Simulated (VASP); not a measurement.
# LiNb (P6/mmm) in VASP: notebook, part 2 of 2

VASP 6.6.1.

**3. Single point, PBE**

This run uses another cell than the first one, of 13.35 Å³/atom, 0.822 times its volume.

The input, INCAR:

```
SYSTEM = LiNb
PREC     = Accurate       ! precision mode
ENCUT    = 520            ! plane-wave cutoff, eV
EDIFF    = 1E-6           ! SCF threshold, eV
ISMEAR   = 0              ! smearing method
SIGMA    = 0.1            ! smearing width, eV
LREAL    = .FALSE.        ! projectors in reciprocal space
LASPH    = .TRUE.         ! aspherical terms in the spheres
NELM     = 100            ! most SCF steps
ALGO     = Normal         ! electronic algorithm
ISIF     = 2              ! what is computed and relaxed
LWAVE    = .FALSE.        ! write WAVECAR
LCHARG   = .FALSE.        ! write CHGCAR
GGA      = PE             ! functional
NBANDS   = 33             ! bands
```

The input, KPOINTS:

```
Automatic mesh
0
G
  6 6 6
  0 0 0
```

The input, POSCAR:

```
LiNb
1.0
    4.8580457907      0.0000000000      0.0000000000
   -2.4290228953      4.2071910675      0.0000000000
    0.0000000000      0.0000000000      3.9195596720
Li Nb
3 3
Direct
    0.5000000000      0.0000000000      0.0000000000
    0.5000000000      0.5000000000      0.0000000000
    0.0000000000      0.5000000000      0.0000000000
    0.0000000000      0.0000000000      0.0000000000
    0.3333333333      0.6666666667      0.5000000000
    0.6666666667      0.3333333333      0.5000000000
```

Potentials or basis: VASP PAW PBE potentials, release 64 (Li_sv, Nb_sv).

Started as:

```bash
> cat potpaw_PBE.64/Li_sv/POTCAR potpaw_PBE.64/Nb_sv/POTCAR > POTCAR
> mpirun -np 1 vasp_std > vasp.out
```

OUTCAR:

```text
SYSTEM = LiNb
   PREC = Accurate
   ENCUT = 520
   EDIFF = 1E-6
   ISMEAR = 0
   LREAL = .FALSE.
   LASPH = .TRUE.
   NELM = 100
   ISIF = 2
   GGA = PE

 ion  position               nearest neighbor table
   1  0.500  0.000  0.000-   5 2.41   6 2.41   5 2.41   6 2.41   2 2.43   2 2.43   4 2.43   4 2.43
                             3 2.43   3 2.43
   2  0.500  0.500  0.000-   5 2.41   6 2.41   5 2.41   6 2.41   1 2.43   1 2.43   3 2.43   3 2.43
                             4 2.43   4 2.43
   3  0.000  0.500  0.000-   5 2.41   6 2.41   5 2.41   6 2.41   4 2.43   4 2.43   2 2.43   2 2.43
                             1 2.43   1 2.43
   4  0.000  0.000  0.000-   3 2.43   3 2.43   1 2.43   1 2.43   2 2.43   2 2.43
   5  0.333  0.667  0.500-   1 2.41   1 2.41   3 2.41   3 2.41   2 2.41   2 2.41   6 2.80   6 2.80
                             6 2.80
   6  0.667  0.333  0.500-   1 2.41   1 2.41   3 2.41   3 2.41   2 2.41   2 2.41   5 2.80   5 2.80
                             5 2.80

  LATTYP: Found a hexagonal cell.
 ALAT       =     4.8580457907
 C/A-ratio  =     0.8068181818

  Lattice vectors:

 A1 = (   4.8580457907,   0.0000000000,   0.0000000000)
 A2 = (  -2.4290228953,   4.2071910675,   0.0000000000)
 A3 = (   0.0000000000,   0.0000000000,   3.9195596720)

Analysis of symmetry for initial positions (statically):
=====================================================================
 Subroutine PRICEL returns:
 Original cell was already a primitive cell.

 Routine SETGRP: Setting up the symmetry group for a
 hexagonal supercell.

 Subroutine GETGRP returns: Found 24 space group operations
 (whereof 24 operations were pure point group operations)
 out of a pool of 24 trial point group operations.

The static configuration has the point symmetry D_6h.

Analysis of symmetry for dynamics (positions and initial velocities):
=====================================================================
 Subroutine PRICEL returns:
 Original cell was already a primitive cell.

 Routine SETGRP: Setting up the symmetry group for a
 hexagonal supercell.
[... 130 lines left out ...]
   IALGO  =     38    algorithm
   IMIX   =      4    mixing-type and parameters
     AMIX     =   0.40;   BMIX     =  1.00
     AMIX_MAG =   1.60;   BMIX_MAG =  1.00
  volume/ion in A,a.u.               =      13.35        90.10
  Fermi-wavevector in a.u.,A,eV,Ry     =   1.380145  2.608097 25.916399  1.904802
  Thomas-Fermi vector in A             =   2.505050
   LORBIT       =      0    0 simple, 1 ext, 2 COOP (PROOUT), +10 PAW based schemes
   GGA     = PE    functional components
   LHFCALC =     F    Hartree Fock is set to
   AEXX    =    0.0000 exact exchange contribution
   IVDW    =     0    specifies the selected vdW correction
   LEPSILON=     F    determine dielectric tensor
   LRPA    =     F    only Hartree local field effects (RPA)
 non-spin polarized calculation
 Gauss-broadening in eV      SIGMA  =   0.10
  energy-cutoff  :      520.00
  volume of cell :       80.11
 maximum number of plane-waves:      2202
   NGX = 19   NGY = 19   NGZ = 15

 number of electron      48.0000014 magnetization

 Free energy of the ion-electron system (eV)
  ---------------------------------------------------
  ext. energy  EPLUGINS =         0.00000000
  ---------------------------------------------------
  free energy    TOTEN  =       -28.45780839 eV

  energy without entropy =      -28.42485188  energy(sigma->0) =      -28.44133014

 E-fermi :   8.6282     XC(G=0): -11.4924

 val. band max:        8.6183312444   @ k =   0.1667   0.0000   0.5000
 cond. band min:       8.6353164194   @ k =   0.3333   0.3333   0.5000
 fundamental gap:      0.0169851750
 Fermi energy:         8.6281582693

 k-point     1 :       0.0000    0.0000    0.0000
  band No.  band energies     occupation
      1     -46.0399      2.00000
      2     -45.6989      2.00000
      3     -45.4997      2.00000
      4     -36.0016      2.00000
      5     -35.8977      2.00000
      6     -35.8977      2.00000
[... 853 lines left out ...]
     32      11.8180      0.00000
     33      12.5052      0.00000

 [... further k-points ...]
[... 5 lines left out ...]
  --------------------------------------------------------------------------------------
  -------------------------------------------------------------------------------------
  Total        8.8884934      8.8884934     11.7458265      0.0000000      0.0000000      0.0000000
  in kB      177.7655567    177.7655567    234.9108324      0.0000000      0.0000000      0.0000000
  external PRESSURE =     196.8139820 kB  Pullay stress =       0.0000000 kB

 VOLUME and BASIS-vectors are now :
 -----------------------------------------------------------------------------
  energy-cutoff  :      520.00
  volume of cell :       80.11
      direct lattice vectors                 reciprocal lattice vectors
     4.858045791  0.000000000  0.000000000     0.205844087  0.118844139  0.000000000
    -2.429022895  4.207191068  0.000000000     0.000000000  0.237688278  0.000000000
     0.000000000  0.000000000  3.919559672     0.000000000  0.000000000  0.255130699

 POSITION                                       TOTAL-FORCE (eV/Angst)
 -----------------------------------------------------------------------------------
      2.42902      0.00000      0.00000        -0.000000      0.000000      0.000000
      1.21451      2.10360      0.00000        -0.000000      0.000000      0.000000
     -1.21451      2.10360      0.00000        -0.000000      0.000000      0.000000
      0.00000      0.00000      0.00000        -0.000000      0.000000      0.000000
     -0.00000      2.80479      1.95978         0.000000     -0.000000     -0.000000
      2.42902      1.40240      1.95978        -0.000000      0.000000      0.000000
 -----------------------------------------------------------------------------------
    total drift:                                0.000000     -0.000000     -0.000000

  FREE ENERGIE OF THE ION-ELECTRON SYSTEM (eV)
  ---------------------------------------------------
  free  energy   TOTEN  =       -28.4578083927 eV

  energy  without entropy=      -28.4248518833  energy(sigma->0) =      -28.44133014
```

stdout:

```text
POSCAR found type information on POSCAR LiNb
 POSCAR found :  2 types and       6 ions
 scaLAPACK will be used
 LDA part: xc-table for (Slater+PW92), standard interpolation
 POSCAR, INCAR and KPOINTS ok, starting setup
 FFT: planning ... GRIDC
 FFT: planning ... GRID_SOFT
 FFT: planning ... GRID
 WAVECAR not read
 entering main loop
```

Run time: 47 s. Hardware: 1 thread of AMD EPYC 9R45 (Zen 5), shared host; peak memory 0.18 GiB.

What came out:

```yaml
Free_energy: -28.4578 eV
Band_gap_on_the_k_mesh: zero (band 24 reaches 8.97 eV, above the bottom of band 25 at 8.09 eV)
```

Caveat: the cutoff is under 1.25 times the usual one of these potentials, so pressure, stress and relaxed cells hold a basis-set (Pulay) error.
